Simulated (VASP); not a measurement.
# SiC (P3m1) in VASP: further runs

Runs on SiC. Level: LDA. Tasks: single point.

Program: VASP 6.6.1. These are calculated values, not measurements. Logs are shortened: lines on timing, memory, paths and dates and some standing lists are left out, and cuts for length are marked.

**1. The cell of the first run**

It takes space group P3m1 (No. 156, trigonal). The conventional cell has a = 3.076 Å, b = 3.076 Å, c = 10.346 Å, α = 90.00°, β = 90.00°, γ = 120.00°. Within 2.5 Å of Si (site symmetry 3m) lie 4 C at 1.87 to 1.94 Å. Within 2.5 Å of Si (site symmetry 3m) lie 4 C at 1.87 to 1.94 Å. Within 2.5 Å of Si (site symmetry 3m) lie 4 C at 1.87 to 2.19 Å. Si (site symmetry 3m) has 4 C at 1.87 to 1.94 Å within 2.5 Å. Within 2.5 Å of C (site symmetry 3m) lie 4 Si at 1.87 to 1.94 Å. C (site symmetry 3m) has 4 Si at 1.87 to 1.94 Å within 2.5 Å. Within 2.5 Å of C (site symmetry 3m) lie 4 Si at 1.87 to 2.19 Å. Within 2.5 Å of C (site symmetry 3m) lie 4 Si at 1.87 to 1.94 Å.

**2. Single point, LDA (the distance across one plane changed)**

INCAR reads:

```
SYSTEM = SiC
PREC = Accurate
ENCUT = 520
EDIFF = 1E-6
ISMEAR = 0
SIGMA = 0.05
LREAL = .False.
LASPH = .True.
NELM = 60
ALGO = Normal
ISIF = 2
LWAVE = .False.
LCHARG = .False.
NBANDS = 26
```

KPOINTS reads:

```
regular mesh
0
Gamma
  10 10 3
  0 0 0
```

POSCAR reads:

```
SiC
1.0
   -3.0759982064      0.0000000000      0.0000000000
   -1.5379991032     -2.6638925888      0.0000000000
    0.0000000000      0.0000000000     10.3460000000
Si C
4 4
Direct
    0.3333333333      0.3333333333      0.6379528320
    0.3333333333      0.3333333333      0.1500347961
    0.6666666667      0.6666666667      0.8819118500
    0.6666666667      0.6666666667      0.3939938140
    0.3333333333      0.3333333333      0.8258012759
    0.3333333333      0.3333333333      0.3378832399
    0.6666666667      0.6666666667      0.0939242219
    0.6666666667      0.6666666667      0.5818422579
```

Potentials or basis: VASP PAW LDA potentials, release 64 (Si, C).

Launch:

```console
cat potpaw_LDA.64/Si/POTCAR potpaw_LDA.64/C/POTCAR > POTCAR
mpirun -np 1 vasp_std > vasp.out
```

OUTCAR:

```text
SYSTEM = SiC
   PREC = Accurate
   ENCUT = 520
   EDIFF = 1E-6
   ISMEAR = 0
   LREAL = .False.
   LASPH = .True.
   NELM = 60
   ISIF = 2

 ion  position               nearest neighbor table
   1  0.333  0.333  0.638-   8 1.87   8 1.87   8 1.87   5 1.94   3 3.09   4 3.09   3 3.09   4 3.09
                             3 3.09   4 3.09
   2  0.333  0.333  0.150-   7 1.87   7 1.87   7 1.87   6 1.94   4 3.09   4 3.09   4 3.09
   3  0.667  0.667  0.882-   5 1.87   5 1.87   5 1.87   7 2.19   1 3.09   1 3.09   1 3.09
   4  0.667  0.667  0.394-   6 1.87   6 1.87   6 1.87   8 1.94   2 3.09   2 3.09   2 3.09   1 3.09
                             1 3.09   1 3.09
   5  0.333  0.333  0.826-   3 1.87   3 1.87   3 1.87   1 1.94
   6  0.333  0.333  0.338-   4 1.87   4 1.87   4 1.87   2 1.94
   7  0.667  0.667  0.094-   2 1.87   2 1.87   2 1.87   3 2.19
   8  0.667  0.667  0.582-   1 1.87   1 1.87   1 1.87   4 1.94

  LATTYP: Found a hexagonal cell.
 ALAT       =     3.0759982065
 C/A-ratio  =     3.3634609989

  Lattice vectors:

 A1 = (   1.5379991032,   2.6638925888,   0.0000000000)
 A2 = (  -3.0759982064,   0.0000000000,   0.0000000000)
 A3 = (   0.0000000000,   0.0000000000,  10.3460000000)

Analysis of symmetry for initial positions (statically):
=====================================================================
 Subroutine PRICEL returns:
 Original cell was already a primitive cell.

 Routine SETGRP: Setting up the symmetry group for a
 hexagonal supercell.

 Subroutine GETGRP returns: Found  6 space group operations
 (whereof  6 operations were pure point group operations)
 out of a pool of 24 trial point group operations.

The static configuration has the point symmetry C_3v.

Analysis of symmetry for dynamics (positions and initial velocities):
=====================================================================
 Subroutine PRICEL returns:
 Original cell was already a primitive cell.

 Routine SETGRP: Setting up the symmetry group for a
 hexagonal supercell.

 Subroutine GETGRP returns: Found  6 space group operations
 (whereof  6 operations were pure point group operations)
 out of a pool of 24 trial point group operations.

The dynamic configuration has the point symmetry C_3v.

 Subroutine INISYM returns: Found  6 space group operations
 (whereof  6 operations are pure point group operations),
 and found     1 'primitive' translations

----------------------------------------------------------------------------------------

                                     Primitive cell

  volume of cell :      84.7765

  direct lattice vectors                    reciprocal lattice vectors
    -3.075998206  0.000000000  0.000000000    -0.325097719  0.187695255  0.000000000
    -1.537999103 -2.663892589  0.000000000     0.000000000 -0.375390511  0.000000000
     0.000000000  0.000000000 10.346000000     0.000000000  0.000000000  0.096655712

  length of vectors
     3.075998206  3.075998206 10.346000000     0.375390511  0.375390511  0.096655712

  position of ions in fractional coordinates (direct lattice)
     0.333333333  0.333333333  0.637952832
     0.333333333  0.333333333  0.150034796
     0.666666667  0.666666667  0.881911850
     0.666666667  0.666666667  0.393993814
     0.333333333  0.333333333  0.825801276
     0.333333333  0.333333333  0.337883240
     0.666666667  0.666666667  0.093924222
     0.666666667  0.666666667  0.581842258

  ion indices of the primitive-cell ions
   primitive index   ion index
                 1           1
                 2           2
                 3           3
                 4           4
                 5           5
                 6           6
                 7           7
                 8           8

----------------------------------------------------------------------------------------

 KPOINTS: regular mesh

Automatic generation of k-mesh.
 Grid dimensions read from file:
 generate k-points for:   10   10    3

 Generating k-lattice:

  Cartesian coordinates                     Fractional coordinates (reciprocal lattice)
    -0.032509772  0.018769526  0.000000000     0.100000000  0.000000000  0.000000000
     0.000000000 -0.037539051  0.000000000     0.000000000  0.100000000  0.000000000
     0.000000000  0.000000000  0.032218571     0.000000000  0.000000000  0.333333333

  Length of vectors
     0.037539051  0.037539051  0.032218571

  Shift w.r.t. Gamma in fractional coordinates (k-lattice)
     0.000000000  0.000000000  0.000000000

 Subroutine IBZKPT returns following result:
 ===========================================

 Found     36 irreducible k-points:

 Following reciprocal coordinates:
            Coordinates               Weight
  0.000000  0.000000  0.000000      1.000000
  0.100000  0.000000  0.000000      6.000000
  0.200000  0.000000  0.000000      6.000000
  0.300000  0.000000  0.000000      6.000000
  0.400000  0.000000  0.000000      6.000000
  0.500000  0.000000  0.000000      3.000000
[... 16 lines left out ...]
  0.400000  0.400000  0.333333      6.000000
  0.500000  0.000000  0.333333      6.000000
 [... further k-points ...]
   k-points           NKPTS =     36   k-points in BZ     NKDIM =     36   number of bands    NBANDS=     26
   number of dos      NEDOS =    301   number of ions     NIONS =      8
   total plane-waves  NPLWV =  46080
   dimension x,y,z NGX =    24 NGY =   24 NGZ =   80
   dimension x,y,z NGXF=    48 NGYF=   48 NGZF=  160
   ions per type =               4   4
   NGX,Y,Z   is equivalent  to a cutoff of  12.97, 12.97, 12.85 a.u.
   NGXF,Y,Z  is equivalent  to a cutoff of  25.94, 25.94, 25.71 a.u.
 SYSTEM =  SiC
   PREC   = accura    normal or accurate (medium, high low for compatibility)
   ISTART =      0    job   : 0-new  1-cont  2-samecut
   ICHARG =      2    charge: 1-file 2-atom 10-const
   ISPIN  =      1    spin polarized calculation?
   LNONCOLLINEAR =      F non collinear calculations
   LSORBIT =      F    spin-orbit coupling
   LASPH  =      T    aspherical Exc in radial PAW
   ENCUT  =  520.0 eV  38.22 Ry    6.18 a.u.   5.72  5.72 19.24*2*pi/ulx,y,z
   NELM   =     60;   NELMIN=  2; NELMDL= -5     # of ELM steps
   EDIFF  = 0.1E-05   stopping-criterion for ELM
   LREAL  =      F    real-space projection
   EDIFFG = 0.1E-04   stopping-criterion for IOM
   NSW    =      0    number of steps for IOM
   IBRION =     -1    ionic relax: 0-MD 1-quasi-New 2-CG
   NFREE  =      0    steps in history (QN), initial steepest desc. (CG)
   ISIF   =      2    stress and relaxation
   ISYM   =      2    0-nonsym 1-usesym 2-fastsym
   POTIM  = 0.5000    time-step for ionic-motion
   TEBEG  =    0.0;   TEEND  =   0.0 temperature during run
   PSTRESS=    0.0 pullay stress
   NELECT =      32.0000    total number of electrons
   NUPDOWN=      -1.0000    fix difference up-down
   EMIN   =  10.00;   EMAX   =-10.00  energy-range for DOS
   EFERMI =   0.00;   METHOD = LEGACY
   ISMEAR =     0;   SIGMA  =   0.05  broadening in eV -4-tet -1-fermi 0-gaus
   EFERMI_NEDOS =   21; number of points for ismear=-14 and -15
   IALGO  =     38    algorithm
   IMIX   =      4    mixing-type and parameters
     AMIX     =   0.40;   BMIX     =  1.00
     AMIX_MAG =   1.60;   BMIX_MAG =  1.00
  volume/ion in A,a.u.               =      10.60        71.51
  Fermi-wavevector in a.u.,A,eV,Ry     =   1.183132  2.235795 19.045442  1.399800
  Thomas-Fermi vector in A             =   2.319372
   LORBIT       =      0    0 simple, 1 ext, 2 COOP (PROOUT), +10 PAW based schemes
   GGA     = CA    functional components
   LHFCALC =     F    Hartree Fock is set to
   AEXX    =    0.0000 exact exchange contribution
   IVDW    =     0    specifies the selected vdW correction
   LEPSILON=     F    determine dielectric tensor
   LRPA    =     F    only Hartree local field effects (RPA)
 non-spin polarized calculation
 Gauss-broadening in eV      SIGMA  =   0.05
  energy-cutoff  :      520.00
  volume of cell :       84.78
 maximum number of plane-waves:      2307
   NGX = 11   NGY = 11   NGZ = 39

 number of electron      31.9999996 magnetization

 Free energy of the ion-electron system (eV)
  ---------------------------------------------------
  ext. energy  EPLUGINS =         0.00000000
  ---------------------------------------------------
  free energy    TOTEN  =       -66.06238951 eV

  energy without entropy =      -66.06238951  energy(sigma->0) =      -66.06238951

 E-fermi :   8.2771     XC(G=0): -11.4399

 val. band max:        8.0309455433   @ k =   0.0000   0.0000   0.0000
 cond. band min:      10.4690907580   @ k =  -0.4000   0.3000   0.0000
 fundamental gap:      2.4381452147
 Fermi energy:         8.2770807262

 k-point     1 :       0.0000    0.0000    0.0000
  band No.  band energies     occupation
      1      -7.5017      2.00000
      2      -6.4889      2.00000
      3      -6.0274      2.00000
      4      -4.0935      2.00000
      5      -0.4855      2.00000
      6       3.3280      2.00000
[... 18 lines left out ...]
     25      15.3568      0.00000
     26      15.3934      0.00000

 k-point     2 :       0.1000    0.0000    0.0000
  band No.  band energies     occupation
      1      -7.3279      2.00000
      2      -6.3193      2.00000
      3      -5.8578      2.00000
      4      -3.9397      2.00000
      5      -0.3244      2.00000
      6       3.4040      2.00000
[... 18 lines left out ...]
     25      15.4976      0.00000
     26      15.6326      0.00000

 k-point     3 :       0.2000    0.0000    0.0000
  band No.  band energies     occupation
      1      -6.8130      2.00000
      2      -5.8186      2.00000
      3      -5.3574      2.00000
      4      -3.4940      2.00000
      5       0.1365      2.00000
      6       3.3084      2.00000
[... 572 lines left out ...]
 k-point    23 :       0.4000    0.4000    0.3333
  band No.  band energies     occupation
      1      -4.8578      2.00000
      2      -4.3154      2.00000
      3      -3.2063      2.00000
      4      -2.4841      2.00000
      5      -0.1483      2.00000
      6       0.1780      2.00000
[... 18 lines left out ...]
     25      15.7316      0.00000
     26      16.8579      0.00000

 k-point    24 :       0.5000    0.0000    0.3333
  band No.  band energies     occupation
      1      -4.1036      2.00000
      2      -3.6162      2.00000
      3      -2.9450      2.00000
      4      -2.3970      2.00000
      5      -0.6415      2.00000
      6      -0.2521      2.00000
[... 18 lines left out ...]
     25      15.6240      0.00000
     26      16.7906      0.00000

 [... further k-points ...]

------------------------ aborting loop because EDIFF is reached ----------------------------------------

  FORCE on cell =-STRESS in cart. coord.  units (eV):
  Direction    XX          YY          ZZ          XY          YZ          ZX
  --------------------------------------------------------------------------------------
  -------------------------------------------------------------------------------------
  Total       -1.2572243     -1.2572243     -7.8575723      0.0000000      0.0000000      0.0000000
  in kB      -23.7600902    -23.7600902   -148.4990613      0.0000000      0.0000000      0.0000000
  external PRESSURE =     -65.3397472 kB  Pullay stress =       0.0000000 kB

 VOLUME and BASIS-vectors are now :
 -----------------------------------------------------------------------------
  energy-cutoff  :      520.00
  volume of cell :       84.78
      direct lattice vectors                 reciprocal lattice vectors
    -3.075998206  0.000000000  0.000000000    -0.325097719  0.187695255  0.000000000
    -1.537999103 -2.663892589  0.000000000     0.000000000 -0.375390511  0.000000000
     0.000000000  0.000000000 10.346000000     0.000000000  0.000000000  0.096655712

 POSITION                                       TOTAL-FORCE (eV/Angst)
 -----------------------------------------------------------------------------------
     -1.53800     -0.88796      6.60026        -0.000000      0.000000      0.516164
     -1.53800     -0.88796      1.55226        -0.000000      0.000000     -0.121409
     -3.07600     -1.77593      9.12426        -0.000000     -0.000000      2.196429
     -3.07600     -1.77593      4.07626         0.000000      0.000000      0.501351
     -1.53800     -0.88796      8.54374         0.000000      0.000000     -0.269021
     -1.53800     -0.88796      3.49574        -0.000000      0.000000     -0.492595
     -3.07600     -1.77593      0.97174         0.000000     -0.000000     -1.805072
     -3.07600     -1.77593      6.01974        -0.000000      0.000000     -0.525847
 -----------------------------------------------------------------------------------
    total drift:                                0.000000      0.000000      0.003855

  FREE ENERGIE OF THE ION-ELECTRON SYSTEM (eV)
  ---------------------------------------------------
  free  energy   TOTEN  =       -66.0623895093 eV

  energy  without entropy=      -66.0623895093  energy(sigma->0) =      -66.06238951
```

Wall time 98 s (1 thread of Intel Xeon 8259CL, shared host); peak memory 0.2 GiB.

Results:

- Free energy: -66.0624 eV
- Pressure: -6.5 GPa
- Largest force: 2.196 eV/Å
- Band gap on the k mesh: 2.44 eV

Forces on the atoms (eV/Å):
```
Si   0.000  0.000  0.516
Si   0.000  0.000 -0.121
Si   0.000  0.000  2.196
Si   0.000  0.000  0.501
C    0.000  0.000 -0.269
C    0.000  0.000 -0.493
C    0.000  0.000 -1.805
C    0.000  0.000 -0.526
```

Levels at points of the mesh, in eV from the valence-band top:
| k point | band 13 | band 14 | band 15 | band 16 | band 17 | band 18 | band 19 | band 20 |
| --- | --- | --- | --- | --- | --- | --- | --- | --- |
| (0.00, 0.00, 0.00) | -0.74 | -0.12 | -0.12 | 0.00 | 4.67 | 5.02 | 5.60 | 6.07 |
| (0.50, 0.00, 0.00) | -2.49 | -2.41 | -2.03 | -1.45 | 2.53 | 2.90 | 3.15 | 4.03 |

Caveat: the cell differs from its parent crystal (the distance across one plane changed); the stress differs along the axes, from -15 to -2 GPa; forces of over 1 eV/Å act on the atoms, so gaps and moduli don't describe the material at rest.

**3. Single point, LDA (the distance across one plane changed)**

INCAR reads:

```
SYSTEM = SiC
ALGO     = Normal         ! electronic algorithm
EDIFF    = 1E-6           ! SCF threshold, eV
ENCUT    = 520            ! plane-wave cutoff, eV
ISIF     = 2              ! what is computed and relaxed
ISMEAR   = 0              ! smearing method
LASPH    = .True.         ! aspherical terms in the spheres
LCHARG   = .False.        ! write CHGCAR
LREAL    = .False.        ! projectors in reciprocal space
LWAVE    = .False.        ! write WAVECAR
NBANDS   = 26             ! bands
NELM     = 60             ! most SCF steps
PREC     = Accurate       ! precision mode
SIGMA    = 0.05           ! smearing width, eV
```

KPOINTS reads:

```
k-points
0
Gamma
  10 10 3
  0 0 0
```

POSCAR reads:

```
SiC
1.0
   -3.0759982064      0.0000000000      0.0000000000
   -1.5379991032     -2.6638925888      0.0000000000
    0.0000000000      0.0000000000     10.5960000000
Si C
4 4
Direct
    0.3333333333      0.3333333333      0.6229010948
    0.3333333333      0.3333333333      0.1464949037
    0.6666666667      0.6666666667      0.8611041903
    0.6666666667      0.6666666667      0.3846979992
    0.3333333333      0.3333333333      0.8063174783
    0.3333333333      0.3333333333      0.3299112873
    0.6666666667      0.6666666667      0.0917081918
    0.6666666667      0.6666666667      0.5681143828
```

Potentials or basis: VASP PAW LDA potentials, release 64 (Si, C).

Launch:

```console
cat potpaw_LDA.64/Si/POTCAR potpaw_LDA.64/C/POTCAR > POTCAR
mpirun -np 1 vasp_std > vasp.out
```

Run time: 1.8 min. Hardware: 1 thread of Intel Xeon 8259CL, shared host; peak memory 0.2 GiB.

Results (log left out):

* Free energy: -65.4157 eV
* Pressure: -7.4 GPa
* Largest force: 2.345 eV/Å
* Band gap on the k mesh: 2.15 eV (least direct gap 3.63 eV)

Forces on the atoms (eV/Å):
```
Si   0.000  0.000  0.332
Si   0.000  0.000 -0.816
Si   0.000  0.000  2.345
Si   0.000  0.000  0.306
C    0.000  0.000  0.016
C    0.000  0.000 -0.281
C    0.000  0.000 -1.545
C    0.000  0.000 -0.359
```

Stress tensor (GPa, compression positive):
```
 -2.40   0.00   0.00
  0.00  -2.40   0.00
  0.00   0.00 -17.54
```

Levels at points of the mesh, in eV from the valence-band top:
| k point | band 13 | band 14 | band 15 | band 16 | band 17 | band 18 | band 19 | band 20 |
| --- | --- | --- | --- | --- | --- | --- | --- | --- |
| (0.00, 0.00, 0.00) | -0.84 | -0.16 | 0.00 | 0.00 | 3.82 | 4.50 | 5.39 | 6.16 |
| (0.50, 0.00, 0.00) | -2.69 | -2.43 | -1.75 | -1.44 | 2.20 | 2.48 | 3.05 | 3.87 |

Caveat: the cell differs from its parent crystal (the distance across one plane changed); the stress differs along the axes, from -18 to -2 GPa; forces of over 1 eV/Å act on the atoms, so gaps and moduli don't describe the material at rest. A k mesh can miss the band edges.

(Continued in part 2 of 2.)
